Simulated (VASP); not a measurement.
# Sn in VASP: further runs

Runs on Sn. Level: PBE+D3(BJ). Tasks: single point.

All numbers are computed with VASP 6.6.1; they aren't measurements. Logs are shortened: lines on timing, memory, paths and dates and some standing lists are left out, and cuts for length are marked.

## Step 1: The cell of the first run

The typed cell holds 2 atoms: a = 3.295 Å, b = 3.295 Å, c = 4.963 Å, α = 89.99°, β = 89.99°, γ = 82.28°.

## Step 2: Single point, PBE+D3(BJ) (mode 1 (-6.9 1/cm) frozen in, largest displacement -0.400 Å)

Contents of INCAR:

```
ALGO     = Fast           # electronic algorithm
EDIFF    = 1E-7           # SCF threshold, eV
ENCUT    = 520            # plane-wave cutoff, eV
GGA      = PE             # functional
ISIF     = 2              # what is computed and relaxed
ISMEAR   = 0              # smearing method
IVDW     = 12             # dispersion correction
LASPH    = True           # aspherical terms in the spheres
LCHARG   = False          # write CHGCAR
LREAL    = False          # projectors in reciprocal space
LWAVE    = False          # write WAVECAR
NBANDS   = 21             # bands
NELM     = 100            # most SCF steps
PREC     = Accurate       # precision mode
SIGMA    = 0.15           # smearing width, eV
```

Contents of KPOINTS:

```
k-points
0
Gamma
  18 18 12
```

Contents of POSCAR:

```
Sn
1.0
   -1.7544065422      1.7546136957     -2.1674907473
   -1.7544065422      1.7546136957      2.1674907473
    3.5088130844      3.5092273914      0.0000000000
Sn
2
Direct
   -0.0806044693     -0.0806044693      0.0000094692
    0.5806044693      0.5806044693      0.4999905308
```

Potentials or basis: VASP PAW PBE potentials, release 64 (Sn_d).

On the command line:

```console
> cat potpaw_PBE.64/Sn_d/POTCAR > POTCAR
> mpirun -np 1 vasp_std > vasp.out
```

OUTCAR:

```text
EDIFF = 1E-7
   ENCUT = 520
   GGA = PE
   ISIF = 2
   ISMEAR = 0
   IVDW = 12
   LASPH = True
   LREAL = False
   NELM = 100
   PREC = Accurate
 IVDW          = 12

 ion  position               nearest neighbor table
   1  0.919  0.919  0.000-   2 3.00   2 3.00   2 3.39   2 3.39   2 3.39   2 3.39
   2  0.581  0.581  0.500-   1 3.00   1 3.00   1 3.39   1 3.39   1 3.39   1 3.39

  LATTYP: Found a base centered monoclinic cell.
 ALAT       =     4.9625040197
 B/A-ratio  =     0.8735472006
 C/A-ratio  =     1.0000000000
 COS(beta)  =    -0.0001180691

  Lattice vectors:

 A1 = (   1.7544065422,  -1.7546136957,   2.1674907473)
 A2 = (   1.7544065422,  -1.7546136957,  -2.1674907473)
 A3 = (   3.5088130844,   3.5092273914,   0.0000000000)

Analysis of symmetry for initial positions (statically):
=====================================================================
 Subroutine PRICEL returns:
 Original cell was already a primitive cell.

 Routine SETGRP: Setting up the symmetry group for a
 base centered monoclinic supercell.

 Subroutine GETGRP returns: Found  4 space group operations
 (whereof  2 operations were pure point group operations)
 out of a pool of  4 trial point group operations.

The static configuration has the point symmetry C_1h.
 The point group associated with its full space group is C_2h.

Analysis of symmetry for dynamics (positions and initial velocities):
=====================================================================
 Subroutine PRICEL returns:
 Original cell was already a primitive cell.

 Routine SETGRP: Setting up the symmetry group for a
 base centered monoclinic supercell.

 Subroutine GETGRP returns: Found  4 space group operations
 (whereof  2 operations were pure point group operations)
 out of a pool of  4 trial point group operations.

The dynamic configuration has the point symmetry C_1h.
 The point group associated with its full space group is C_2h.

 Subroutine INISYM returns: Found  4 space group operations
 (whereof  2 operations are pure point group operations),
 and found     1 'primitive' translations

----------------------------------------------------------------------------------------

                                     Primitive cell

  volume of cell :      53.3776

  direct lattice vectors                    reciprocal lattice vectors
    -1.754406542  1.754613696 -2.167490747    -0.142498329  0.142481505 -0.230681492
    -1.754406542  1.754613696  2.167490747    -0.142498329  0.142481505  0.230681492
     3.508813084  3.509227391  0.000000000     0.142498329  0.142481505  0.000000000

  length of vectors
     3.294636198  3.294636198  4.962504020     0.306301655  0.306301655  0.201511173

  position of ions in fractional coordinates (direct lattice)
     0.919395531  0.919395531  0.000009469
     0.580604469  0.580604469  0.499990531

  ion indices of the primitive-cell ions
   primitive index   ion index
                 1           1
                 2           2

----------------------------------------------------------------------------------------

 KPOINTS: k-points

Automatic generation of k-mesh.
 Grid dimensions read from file:
 generate k-points for:   18   18   12

 Generating k-lattice:

  Cartesian coordinates                     Fractional coordinates (reciprocal lattice)
    -0.007916574  0.007915639 -0.012815638     0.055555556  0.000000000  0.000000000
    -0.007916574  0.007915639  0.012815638     0.000000000  0.055555556  0.000000000
     0.011874861  0.011873459  0.000000000     0.000000000  0.000000000  0.083333333

  Length of vectors
     0.017016759  0.017016759  0.016792598

  Shift w.r.t. Gamma in fractional coordinates (k-lattice)
     0.000000000  0.000000000  0.000000000

 Subroutine IBZKPT returns following result:
 ===========================================

 Found   1037 irreducible k-points:

 Following reciprocal coordinates:
            Coordinates               Weight
  0.000000  0.000000  0.000000      1.000000
  0.055556  0.000000 -0.000000      4.000000
  0.111111  0.000000 -0.000000      4.000000
  0.166667 -0.000000 -0.000000      4.000000
  0.222222  0.000000 -0.000000      4.000000
  0.277778 -0.000000 -0.000000      4.000000
[... 16 lines left out ...]
 -0.277778  0.055556  0.000000      4.000000
 -0.222222  0.055556  0.000000      4.000000
 [... further k-points ...]
   k-points           NKPTS =   1037   k-points in BZ     NKDIM =   1037   number of bands    NBANDS=     21
   number of dos      NEDOS =    301   number of ions     NIONS =      2
   total plane-waves  NPLWV =  31360
   dimension x,y,z NGX =    28 NGY =   28 NGZ =   40
   dimension x,y,z NGXF=    56 NGYF=   56 NGZF=   80
   ions per type =               2
   NGX,Y,Z   is equivalent  to a cutoff of  14.13, 14.13, 13.40 a.u.
   NGXF,Y,Z  is equivalent  to a cutoff of  28.26, 28.26, 26.80 a.u.
 SYSTEM =  unknown system
   PREC   = accura    normal or accurate (medium, high low for compatibility)
   ISTART =      0    job   : 0-new  1-cont  2-samecut
   ICHARG =      2    charge: 1-file 2-atom 10-const
   ISPIN  =      1    spin polarized calculation?
   LNONCOLLINEAR =      F non collinear calculations
   LSORBIT =      F    spin-orbit coupling
   LASPH  =      T    aspherical Exc in radial PAW
   ENCUT  =  520.0 eV  38.22 Ry    6.18 a.u.   6.13  6.13  9.23*2*pi/ulx,y,z
   NELM   =    100;   NELMIN=  2; NELMDL= -5     # of ELM steps
   EDIFF  = 0.1E-06   stopping-criterion for ELM
   LREAL  =      F    real-space projection
   EDIFFG = 0.1E-05   stopping-criterion for IOM
   NSW    =      0    number of steps for IOM
   IBRION =     -1    ionic relax: 0-MD 1-quasi-New 2-CG
   NFREE  =      0    steps in history (QN), initial steepest desc. (CG)
   ISIF   =      2    stress and relaxation
   ISYM   =      2    0-nonsym 1-usesym 2-fastsym
   POTIM  = 0.5000    time-step for ionic-motion
   TEBEG  =    0.0;   TEEND  =   0.0 temperature during run
   PSTRESS=    0.0 pullay stress
   NELECT =      28.0000    total number of electrons
   NUPDOWN=      -1.0000    fix difference up-down
   EMIN   =  10.00;   EMAX   =-10.00  energy-range for DOS
   EFERMI =   0.00;   METHOD = LEGACY
   ISMEAR =     0;   SIGMA  =   0.15  broadening in eV -4-tet -1-fermi 0-gaus
   EFERMI_NEDOS =   21; number of points for ismear=-14 and -15
   IALGO  =     68    algorithm
   IMIX   =      4    mixing-type and parameters
     AMIX     =   0.40;   BMIX     =  1.00
     AMIX_MAG =   1.60;   BMIX_MAG =  1.00
  volume/ion in A,a.u.               =      26.69       180.10
  Fermi-wavevector in a.u.,A,eV,Ry     =   1.320306  2.495016 23.717774  1.743207
  Thomas-Fermi vector in A             =   2.450141
   LORBIT       =      0    0 simple, 1 ext, 2 COOP (PROOUT), +10 PAW based schemes
   GGA     = PE    functional components
   LHFCALC =     F    Hartree Fock is set to
   AEXX    =    0.0000 exact exchange contribution
   IVDW    =    12    specifies the selected vdW correction
   LEPSILON=     F    determine dielectric tensor
   LRPA    =     F    only Hartree local field effects (RPA)
 non-spin polarized calculation
 RMM-DIIS sequential band-by-band and
 Gauss-broadening in eV      SIGMA  =   0.15
  energy-cutoff  :      520.00
  volume of cell :       53.38
 maximum number of plane-waves:      1456
 NGX is ok and might be reduce to    28
   NGX = 13   NGY = 13   NGZ = 19

 number of electron      28.0000013 magnetization

 Free energy of the ion-electron system (eV)
  ---------------------------------------------------
  ext. energy  EPLUGINS =         0.00000000
  ---------------------------------------------------
  free energy    TOTEN  =        -7.47026517 eV

  energy without entropy =       -7.45803272  energy(sigma->0) =       -7.46414895

 E-fermi :   8.3191     XC(G=0): -10.4077

 val. band max:        8.3118730150   @ k =   0.3889   0.3333   0.5000
 cond. band min:       8.3253378955   @ k =   0.2778   0.0556   0.3333
 fundamental gap:      0.0134648805
 Fermi energy:         8.3190759146

 k-point     1 :       0.0000    0.0000    0.0000
  band No.  band energies     occupation
      1     -13.3360      2.00000
      2     -13.2870      2.00000
      3     -13.2740      2.00000
      4     -13.2634      2.00000
      5     -13.2300      2.00000
      6     -13.1955      2.00000
[... 13 lines left out ...]
     20      18.4177      0.00000
     21      19.3839      0.00000

 k-point     2 :       0.0556    0.0000   -0.0000
  band No.  band energies     occupation
      1     -13.3323      2.00000
      2     -13.2846      2.00000
      3     -13.2751      2.00000
      4     -13.2610      2.00000
      5     -13.2292      2.00000
      6     -13.1968      2.00000
[... 13 lines left out ...]
     20      18.1865      0.00000
     21      18.9386      0.00000

 k-point     3 :       0.1111    0.0000   -0.0000
  band No.  band energies     occupation
      1     -13.3234      2.00000
      2     -13.2783      2.00000
      3     -13.2778      2.00000
      4     -13.2544      2.00000
      5     -13.2254      2.00000
      6     -13.2007      2.00000
[... 13 lines left out ...]
     20      18.1521      0.00000
     21      18.7105      0.00000

 k-point     4 :       0.1667   -0.0000   -0.0000
  band No.  band energies     occupation
      1     -13.3145      2.00000
      2     -13.2830      2.00000
      3     -13.2657      2.00000
      4     -13.2477      2.00000
      5     -13.2140      2.00000
      6     -13.2069      2.00000
[... 13 lines left out ...]
     20      18.6273      0.00000
     21      18.7205      0.00000

 k-point     5 :       0.2222    0.0000   -0.0000
  band No.  band energies     occupation
      1     -13.3102      2.00000
      2     -13.2886      2.00000
      3     -13.2522      2.00000
      4     -13.2400      2.00000
      5     -13.2155      2.00000
      6     -13.1938      2.00000
[... 13 lines left out ...]
     20      18.8407      0.00000
     21      19.2341      0.00000

 k-point     6 :       0.2778   -0.0000   -0.0000
  band No.  band energies     occupation
      1     -13.3099      2.00000
      2     -13.2941      2.00000
      3     -13.2505      2.00000
      4     -13.2261      2.00000
      5     -13.2208      2.00000
      6     -13.1704      2.00000
[... 13 lines left out ...]
     20      18.9616      0.00000
     21      19.0241      0.00000

 k-point     7 :       0.3333    0.0000   -0.0000
  band No.  band energies     occupation
      1     -13.3116      2.00000
      2     -13.2984      2.00000
      3     -13.2522      2.00000
      4     -13.2379      2.00000
      5     -13.2030      2.00000
      6     -13.1510      2.00000
[... 13 lines left out ...]
     20      18.9517      0.00000
     21      19.2461      0.00000
[... 291 lines left out ...]
      1     -13.3114      2.00000
      2     -13.3072      2.00000
      3     -13.2552      2.00000
      4     -13.2543      2.00000
      5     -13.1828      2.00000
      6     -13.1416      2.00000
[... 13 lines left out ...]
     20      18.7932      0.00000
     21      19.0477      0.00000

 k-point    21 :      -0.3889    0.0556    0.0000
  band No.  band energies     occupation
      1     -13.3101      2.00000
      2     -13.3072      2.00000
      3     -13.2524      2.00000
      4     -13.2425      2.00000
      5     -13.1887      2.00000
      6     -13.1445      2.00000
[... 13 lines left out ...]
     20      18.4432      0.00000
     21      19.4530      0.00000

 k-point    22 :      -0.3333    0.0556    0.0000
  band No.  band energies     occupation
      1     -13.3082      2.00000
      2     -13.3047      2.00000
      3     -13.2490      2.00000
      4     -13.2285      2.00000
      5     -13.2012      2.00000
      6     -13.1542      2.00000
[... 13 lines left out ...]
     20      18.1426      0.00000
     21      19.3424      0.00000

 k-point    23 :      -0.2778    0.0556    0.0000
  band No.  band energies     occupation
      1     -13.3067      2.00000
      2     -13.3001      2.00000
      3     -13.2458      2.00000
      4     -13.2207      2.00000
      5     -13.2145      2.00000
      6     -13.1718      2.00000
[... 13 lines left out ...]
     20      18.0012      0.00000
     21      19.6955      0.00000

 k-point    24 :      -0.2222    0.0556    0.0000
  band No.  band energies     occupation
      1     -13.3070      2.00000
      2     -13.2940      2.00000
      3     -13.2481      2.00000
      4     -13.2393      2.00000
      5     -13.2028      2.00000
      6     -13.1937      2.00000
[... 13 lines left out ...]
     20      17.8265      0.00000
     21      20.0891      0.00000

 [... further k-points ...]

------------------------ aborting loop because EDIFF is reached ----------------------------------------

 Edisp (eV)   -0.78743

 E8    (eV) :    -0.3790

  FORCE on cell =-STRESS in cart. coord.  units (eV):
  Direction    XX          YY          ZZ          XY          YZ          ZX
  --------------------------------------------------------------------------------------
  -------------------------------------------------------------------------------------
  Total       0.88047     0.87725     0.08983     0.58204     0.00000     0.00000
  in kB      26.42812    26.33146     2.69646    17.47044     0.00000     0.00000
  external pressure =       18.49 kB  Pullay stress =        0.00 kB

 VOLUME and BASIS-vectors are now :
 -----------------------------------------------------------------------------
  energy-cutoff  :      520.00
  volume of cell :       53.38
      direct lattice vectors                 reciprocal lattice vectors
    -1.754406542  1.754613696 -2.167490747    -0.142498329  0.142481505 -0.230681492
    -1.754406542  1.754613696  2.167490747    -0.142498329  0.142481505  0.230681492
     3.508813084  3.509227391  0.000000000     0.142498329  0.142481505  0.000000000

 POSITION                                       TOTAL-FORCE (eV/Angst)
 -----------------------------------------------------------------------------------
     -3.22595      3.22640      0.00000        -0.270262      0.268789      0.000000
     -0.28286      3.79205      0.00000         0.270262     -0.268789      0.000000
 -----------------------------------------------------------------------------------
    total drift:                                0.000000      0.000000      0.000000

  FREE ENERGIE OF THE ION-ELECTRON SYSTEM (eV)
  ---------------------------------------------------
  free  energy   TOTEN  =        -8.2576921402 eV

  energy  without entropy=       -8.2454596846  energy(sigma->0) =       -8.25157591
```

Run time: 8.4 min. Hardware: 1 thread of Intel Xeon 6975P-C (Granite Rapids), shared host; peak memory 0.91 GiB.

What came out:

* Free energy: -8.2577 eV
* Pressure: 1.8 GPa
* Largest force: 0.381 eV/Å
* Band gap on the k mesh: zero (band 14 reaches 11.97 eV, above the bottom of band 15 at 6.40 eV)
* Dispersion energy per atom: -0.394 eV

Forces in eV/Å, atoms in the order of the input:
```
Sn  -0.270  0.269  0.000
Sn   0.270 -0.269  0.000
```

Levels at points of the mesh, in eV from the Fermi level:
| k point | band 12 | band 13 | band 14 | band 15 | band 16 | band 17 |
| --- | --- | --- | --- | --- | --- | --- |
| (0.00, 0.00, 0.00) | -5.38 | -4.23 | 3.07 | 3.48 | 4.83 | 5.04 |
| (0.50, 0.00, 0.00) | -6.65 | -1.70 | -1.48 | -0.66 | 1.34 | 4.37 |
| (0.50, 0.50, 0.00) | -5.15 | -2.71 | -1.89 | 0.80 | 1.38 | 1.79 |
| (0.00, 0.00, 0.50) | -9.74 | 2.70 | 2.70 | 4.24 | 4.24 | 5.06 |
| (0.50, 0.00, 0.50) | -7.06 | -4.39 | -4.39 | 5.38 | 5.38 | 5.86 |
| (0.50, 0.50, 0.50) | -4.51 | -3.04 | -3.04 | -0.97 | -0.97 | 1.52 |

Caveat: the cell differs from its parent crystal (mode 1 (-6.9 1/cm) frozen in, largest displacement -0.400 Å); spin-orbit coupling is left out, which moves the levels of the heavy elements; pairwise dispersion overbinds metals, which lowers pressure and volume.

## Step 3: Single point, PBE+D3(BJ) (mode 1 (-6.9 1/cm) frozen in, largest displacement +0.350 Å)

Contents of INCAR:

```
SYSTEM = Sn
ALGO     = Fast           ! electronic algorithm
EDIFF    = 1E-6           ! SCF threshold, eV
ENCUT    = 520            ! plane-wave cutoff, eV
GGA      = PE             ! functional
ISIF     = 2              ! what is computed and relaxed
ISMEAR   = 0              ! smearing method
IVDW     = 12             ! dispersion correction
LASPH    = .True.         ! aspherical terms in the spheres
LCHARG   = .False.        ! write CHGCAR
LREAL    = .False.        ! projectors in reciprocal space
LWAVE    = .False.        ! write WAVECAR
NBANDS   = 21             ! bands
NELM     = 80             ! most SCF steps
PREC     = Accurate       ! precision mode
SIGMA    = 0.15           ! smearing width, eV
```

Contents of KPOINTS:

```
k-points
0
Gamma
  18 18 12
  0 0 0
```

Contents of POSCAR:

```
Sn
1.0
   -1.7544065422      1.7546136957     -2.1674907473
   -1.7544065422      1.7546136957      2.1674907473
    3.5088130844      3.5092273914      0.0000000000
Sn
2
Direct
    0.0705289106      0.0705289106     -0.0000082855
    0.4294710894      0.4294710894      0.5000082855
```

Potentials or basis: VASP PAW PBE potentials, release 64 (Sn_d).

On the command line:

```console
> cat potpaw_PBE.64/Sn_d/POTCAR > POTCAR
> mpirun -np 1 vasp_std > vasp.out
```

It took 20 min on 1 thread of AMD EPYC 7R43 (Zen 3), shared host; peak memory 0.87 GiB.

Results (log left out):

```yaml
Free_energy: -8.2902 eV
Pressure: 1.4 GPa
Largest_force: 0.272 eV/Å
Band_gap_on_the_k_mesh: zero (band 14 reaches 11.99 eV, above the bottom of band 15 at 6.41 eV)
Dispersion_energy_per_atom: -0.393 eV
```

Forces in eV/Å, atoms in the order of the input:
```
Sn   0.193 -0.192  0.000
Sn  -0.193  0.192  0.000
```

Stress tensor (GPa, compression positive):
```
1.89 1.16 0.00
1.16 1.88 0.00
0.00 0.00 0.30
```

Levels at points of the mesh, in eV from the Fermi level:
| k point | band 12 | band 13 | band 14 | band 15 | band 16 | band 17 |
| --- | --- | --- | --- | --- | --- | --- |
| (0.00, 0.00, 0.00) | -5.42 | -4.20 | 2.91 | 3.41 | 5.07 | 5.22 |
| (0.50, 0.00, 0.00) | -6.79 | -1.64 | -1.33 | -0.72 | 1.14 | 4.38 |
| (0.50, 0.50, 0.00) | -5.23 | -2.72 | -2.12 | 0.83 | 1.59 | 1.68 |
| (0.00, 0.00, 0.50) | -9.73 | 2.70 | 2.70 | 4.23 | 4.23 | 5.02 |
| (0.50, 0.00, 0.50) | -7.01 | -4.46 | -4.46 | 5.29 | 5.29 | 5.94 |
| (0.50, 0.50, 0.50) | -4.48 | -2.97 | -2.97 | -0.98 | -0.98 | 1.32 |

Caveat: the cell differs from its parent crystal (mode 1 (-6.9 1/cm) frozen in, largest displacement +0.350 Å); spin-orbit coupling is left out, which moves the levels of the heavy elements; pairwise dispersion overbinds metals, which lowers pressure and volume.
